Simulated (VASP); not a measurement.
# K (Im-3m) in VASP: notebook, part 2 of 2

VASP 6.6.1. Earlier steps stand in the parts before.

### 5 Single point, PBEsol (volume scaled by 0.97)

INCAR reads:

```
SYSTEM = K
PREC = Accurate ; ENCUT = 520
EDIFF = 1E-7 ; ISMEAR = 0
SIGMA = 0.1 ; LREAL = .False.
LASPH = .True. ; NELM = 80
ALGO = Normal ; ISIF = 2
LWAVE = .False. ; LCHARG = .True.
GGA = PS ; LELF = .True.
LVHAR = .True. ; NBANDS = 10
```

KPOINTS reads:

```
Automatic mesh
0
Gamma
  12 12 12
  0 0 0
```

POSCAR reads:

```
K
1.0
   -2.5861093068      2.5861093068      2.5861093068
    2.5861093068     -2.5861093068      2.5861093068
    2.5861093068      2.5861093068     -2.5861093068
K
1
Direct
    0.0000000000      0.0000000000      0.0000000000
```

Potentials or basis: VASP PAW PBE potentials, release 64 (K_sv).

Run with:

```console
cat potpaw_PBE.64/K_sv/POTCAR > POTCAR
mpirun -np 1 vasp_std > vasp.out
```

OUTCAR:

```text
SYSTEM = K
   PREC = Accurate
   ENCUT = 520
   EDIFF = 1E-7
   ISMEAR = 0
   LREAL = .False.
   LASPH = .True.
   NELM = 80
   ISIF = 2
   GGA = PS

 ion  position               nearest neighbor table
   1  0.000  0.000  0.000-

  LATTYP: Found a body centered cubic cell.
 ALAT       =     5.1722186136

  Lattice vectors:

 A1 = (  -2.5861093068,   2.5861093068,   2.5861093068)
 A2 = (   2.5861093068,  -2.5861093068,   2.5861093068)
 A3 = (   2.5861093068,   2.5861093068,  -2.5861093068)

Analysis of symmetry for initial positions (statically):
=====================================================================
 Subroutine PRICEL returns:
 Original cell was already a primitive cell.

 Routine SETGRP: Setting up the symmetry group for a
 body centered cubic supercell.

 Subroutine GETGRP returns: Found 48 space group operations
 (whereof 48 operations were pure point group operations)
 out of a pool of 48 trial point group operations.

The static configuration has the point symmetry O_h .

Analysis of symmetry for dynamics (positions and initial velocities):
=====================================================================
 Subroutine PRICEL returns:
 Original cell was already a primitive cell.

 Routine SETGRP: Setting up the symmetry group for a
 body centered cubic supercell.

 Subroutine GETGRP returns: Found 48 space group operations
 (whereof 48 operations were pure point group operations)
 out of a pool of 48 trial point group operations.

The dynamic configuration has the point symmetry O_h .

 Subroutine INISYM returns: Found 48 space group operations
 (whereof 48 operations are pure point group operations),
 and found     1 'primitive' translations

----------------------------------------------------------------------------------------

                                     Primitive cell

  volume of cell :      69.1832

  direct lattice vectors                    reciprocal lattice vectors
    -2.586109307  2.586109307  2.586109307     0.000000000  0.193340629  0.193340629
     2.586109307 -2.586109307  2.586109307     0.193340629  0.000000000  0.193340629
     2.586109307  2.586109307 -2.586109307     0.193340629  0.193340629  0.000000000

  length of vectors
     4.479272713  4.479272713  4.479272713     0.273424940  0.273424940  0.273424940

  position of ions in fractional coordinates (direct lattice)
     0.000000000  0.000000000  0.000000000

  ion indices of the primitive-cell ions
   primitive index   ion index
                 1           1

----------------------------------------------------------------------------------------

 KPOINTS: Automatic mesh

Automatic generation of k-mesh.
 Grid dimensions read from file:
 generate k-points for:   12   12   12

 Generating k-lattice:

  Cartesian coordinates                     Fractional coordinates (reciprocal lattice)
     0.000000000  0.016111719  0.016111719     0.083333333  0.000000000  0.000000000
     0.016111719  0.000000000  0.016111719     0.000000000  0.083333333  0.000000000
     0.016111719  0.016111719  0.000000000     0.000000000  0.000000000  0.083333333

  Length of vectors
     0.022785412  0.022785412  0.022785412

  Shift w.r.t. Gamma in fractional coordinates (k-lattice)
     0.000000000  0.000000000  0.000000000

 Subroutine IBZKPT returns following result:
 ===========================================

 Found     72 irreducible k-points:

 Following reciprocal coordinates:
            Coordinates               Weight
  0.000000  0.000000  0.000000      1.000000
  0.083333  0.000000  0.000000     12.000000
  0.166667  0.000000  0.000000     12.000000
  0.250000  0.000000  0.000000     12.000000
  0.333333  0.000000  0.000000     12.000000
  0.416667  0.000000  0.000000     12.000000
[... 16 lines left out ...]
  0.333333  0.083333  0.083333     24.000000
  0.416667  0.083333  0.083333     12.000000
 [... further k-points ...]
   k-points           NKPTS =     72   k-points in BZ     NKDIM =     72   number of bands    NBANDS=     10
   number of dos      NEDOS =    301   number of ions     NIONS =      1
   total plane-waves  NPLWV =  46656
   dimension x,y,z NGX =    36 NGY =   36 NGZ =   36
   dimension x,y,z NGXF=    72 NGYF=   72 NGZF=   72
   ions per type =               1
   NGX,Y,Z   is equivalent  to a cutoff of  13.36, 13.36, 13.36 a.u.
   NGXF,Y,Z  is equivalent  to a cutoff of  26.72, 26.72, 26.72 a.u.
 SYSTEM =  K
   PREC   = accura    normal or accurate (medium, high low for compatibility)
   ISTART =      0    job   : 0-new  1-cont  2-samecut
   ICHARG =      2    charge: 1-file 2-atom 10-const
   ISPIN  =      1    spin polarized calculation?
   LNONCOLLINEAR =      F non collinear calculations
   LSORBIT =      F    spin-orbit coupling
   LASPH  =      T    aspherical Exc in radial PAW
   ENCUT  =  520.0 eV  38.22 Ry    6.18 a.u.   8.33  8.33  8.33*2*pi/ulx,y,z
   NELM   =     80;   NELMIN=  2; NELMDL= -5     # of ELM steps
   EDIFF  = 0.1E-06   stopping-criterion for ELM
   LREAL  =      F    real-space projection
   EDIFFG = 0.1E-05   stopping-criterion for IOM
   NSW    =      0    number of steps for IOM
   IBRION =     -1    ionic relax: 0-MD 1-quasi-New 2-CG
   NFREE  =      0    steps in history (QN), initial steepest desc. (CG)
   ISIF   =      2    stress and relaxation
   ISYM   =      2    0-nonsym 1-usesym 2-fastsym
   POTIM  = 0.5000    time-step for ionic-motion
   TEBEG  =    0.0;   TEEND  =   0.0 temperature during run
   PSTRESS=    0.0 pullay stress
   NELECT =       9.0000    total number of electrons
   NUPDOWN=      -1.0000    fix difference up-down
   EMIN   =  10.00;   EMAX   =-10.00  energy-range for DOS
   EFERMI =   0.00;   METHOD = LEGACY
   ISMEAR =     0;   SIGMA  =   0.10  broadening in eV -4-tet -1-fermi 0-gaus
   EFERMI_NEDOS =   21; number of points for ismear=-14 and -15
   IALGO  =     38    algorithm
   IMIX   =      4    mixing-type and parameters
     AMIX     =   0.40;   BMIX     =  1.00
     AMIX_MAG =   1.60;   BMIX_MAG =  1.00
  volume/ion in A,a.u.               =      69.18       466.87
  Fermi-wavevector in a.u.,A,eV,Ry     =   0.829511  1.567548  9.362011  0.688088
  Thomas-Fermi vector in A             =   1.942070
   LORBIT       =      0    0 simple, 1 ext, 2 COOP (PROOUT), +10 PAW based schemes
   GGA     = PS    functional components
   LHFCALC =     F    Hartree Fock is set to
   AEXX    =    0.0000 exact exchange contribution
   IVDW    =     0    specifies the selected vdW correction
   LEPSILON=     F    determine dielectric tensor
   LRPA    =     F    only Hartree local field effects (RPA)
 non-spin polarized calculation
 Gauss-broadening in eV      SIGMA  =   0.10
  energy-cutoff  :      520.00
  volume of cell :       69.18
 maximum number of plane-waves:      1894
 NGX is ok and might be reduce to    36
   NGX = 17   NGY = 17   NGZ = 17

 number of electron       8.9999998 magnetization

 Free energy of the ion-electron system (eV)
  ---------------------------------------------------
  ext. energy  EPLUGINS =         0.00000000
  ---------------------------------------------------
  free energy    TOTEN  =        -1.13381592 eV

  energy without entropy =       -1.12899656  energy(sigma->0) =       -1.13140624

 E-fermi :  -0.0469     XC(G=0):  -5.8511

 val. band max:       -0.0673510261   @ k =   0.2500   0.2500   0.0000
 cond. band min:      -0.0005923113   @ k =   0.3333   0.1667   0.0000
 fundamental gap:      0.0667587148
 Fermi energy:        -0.0468894702

 k-point     1 :       0.0000    0.0000    0.0000
  band No.  band energies     occupation
      1     -31.9885      2.00000
      2     -15.4935      2.00000
      3     -15.4935      2.00000
      4     -15.4935      2.00000
      5      -2.2798      2.00000
      6       4.3215      0.00000
      7       4.3215      0.00000
      8       4.3215      0.00000
      9       5.2817      0.00000
     10       5.2817      0.00000
[... 287 lines left out ...]
 k-point    24 :       0.4167    0.0833    0.0833
  band No.  band energies     occupation
      1     -31.9828      2.00000
      2     -15.5728      2.00000
      3     -15.5252      2.00000
      4     -15.4990      2.00000
      5       0.5898      0.00000
      6       0.7691      0.00000
      7       2.7617      0.00000
      8       4.7597      0.00000
      9       5.8512      0.00000
     10       5.8659      0.00000

 [... further k-points ...]

------------------------ aborting loop because EDIFF is reached ----------------------------------------

  FORCE on cell =-STRESS in cart. coord.  units (eV):
  Direction    XX          YY          ZZ          XY          YZ          ZX
  --------------------------------------------------------------------------------------
  -------------------------------------------------------------------------------------
  Total        0.0382301      0.0382301      0.0382301      0.0000000      0.0000000     -0.0000000
  in kB        0.8853519      0.8853519      0.8853519      0.0000000      0.0000000     -0.0000000
  external PRESSURE =       0.8853519 kB  Pullay stress =       0.0000000 kB

 VOLUME and BASIS-vectors are now :
 -----------------------------------------------------------------------------
  energy-cutoff  :      520.00
  volume of cell :       69.18
      direct lattice vectors                 reciprocal lattice vectors
    -2.586109307  2.586109307  2.586109307     0.000000000  0.193340629  0.193340629
     2.586109307 -2.586109307  2.586109307     0.193340629  0.000000000  0.193340629
     2.586109307  2.586109307 -2.586109307     0.193340629  0.193340629  0.000000000

 POSITION                                       TOTAL-FORCE (eV/Angst)
 -----------------------------------------------------------------------------------
      0.00000      0.00000      0.00000         0.000000      0.000000     -0.000000
 -----------------------------------------------------------------------------------
    total drift:                               -0.000000      0.000000      0.000000

  FREE ENERGIE OF THE ION-ELECTRON SYSTEM (eV)
  ---------------------------------------------------
  free  energy   TOTEN  =        -1.1338159178 eV

  energy  without entropy=       -1.1289965628  energy(sigma->0) =       -1.13140624
```

OSZICAR:

```text
N       E                     dE             d eps       ncg     rms          rms(c)
DAV:   1     0.479476766080E+02    0.47948E+02   -0.36552E+03  1440   0.691E+02
DAV:   2     0.629788246379E+00   -0.47318E+02   -0.46562E+02  1548   0.193E+02
DAV:   3    -0.108410004394E+01   -0.17139E+01   -0.17055E+01  2256   0.299E+01
DAV:   4    -0.113538979700E+01   -0.51290E-01   -0.51219E-01  1912   0.426E+00
DAV:   5    -0.113642057644E+01   -0.10308E-02   -0.10306E-02  2178   0.484E-01    0.210E+00
DAV:   6    -0.113428953343E+01    0.21310E-02   -0.38360E-03  2106   0.427E-01    0.136E+00
DAV:   7    -0.113379773828E+01    0.49180E-03   -0.63838E-03  2060   0.508E-01    0.926E-02
DAV:   8    -0.113380141484E+01   -0.36766E-05   -0.52658E-04  1950   0.238E-01    0.271E-02
DAV:   9    -0.113381797930E+01   -0.16564E-04   -0.25014E-05  1920   0.444E-02    0.148E-02
DAV:  10    -0.113381635106E+01    0.16282E-05   -0.83089E-06  2136   0.227E-02    0.350E-03
DAV:  11    -0.113381606296E+01    0.28810E-06   -0.11513E-07  1712   0.305E-03    0.112E-03
DAV:  12    -0.113381590580E+01    0.15716E-06   -0.20204E-08  1038   0.112E-03    0.115E-04
DAV:  13    -0.113381591779E+01   -0.11992E-07   -0.50101E-09   894   0.495E-04
   1 F= -.11338159E+01 E0= -.11314062E+01  d E =-.481935E-02
```

Wall time 24 s (1 thread of Intel Xeon Platinum 8559C (Emerald Rapids), shared host); peak memory 0.21 GiB.

Results:

- Free energy: -1.1338 eV
- Pressure: 0.1 GPa

Levels at points of the mesh, in eV from the Fermi level:
```csv
k point,band 2,band 3,band 4,band 5,band 6,band 7
"(0.00, 0.00, 0.00)",-15.45,-15.45,-15.45,-2.23,4.37,4.37
"(0.50, 0.00, 0.00)",-15.53,-15.48,-15.45,0.45,0.73,3.20
"(0.50, 0.50, 0.50)",-15.51,-15.51,-15.51,1.66,1.66,3.65
```

Caveat: the PAW data sets were made with another functional, which shifts forces and pressure a little.

### 6 Summary

```csv
cell,gap on the mesh (eV),pressure (GPa)
"a = 4.336 Å, angles 109.5°, 1 atom",none,0.6
"a = 4.385 Å, angles 109.5°, 1 atom",none,0.4
"a = 4.433 Å, angles 109.5°, 1 atom",none,0.2
"a = 4.479 Å, angles 109.5°, 1 atom",none,0.1
```

Alike in all rows: task single point; level PBEsol; potentials or basis VASP PAW PBE potentials, release 64 (K_sv); no spin polarisation; k mesh 12 × 12 × 12; cutoff (eV) 520; smearing gaussian 0.1 eV.

Caveats: the PAW data sets were made with another functional, which shifts forces and pressure a little.

Total energies depend on the potentials used, so only differences within one code and one set of settings carry meaning.
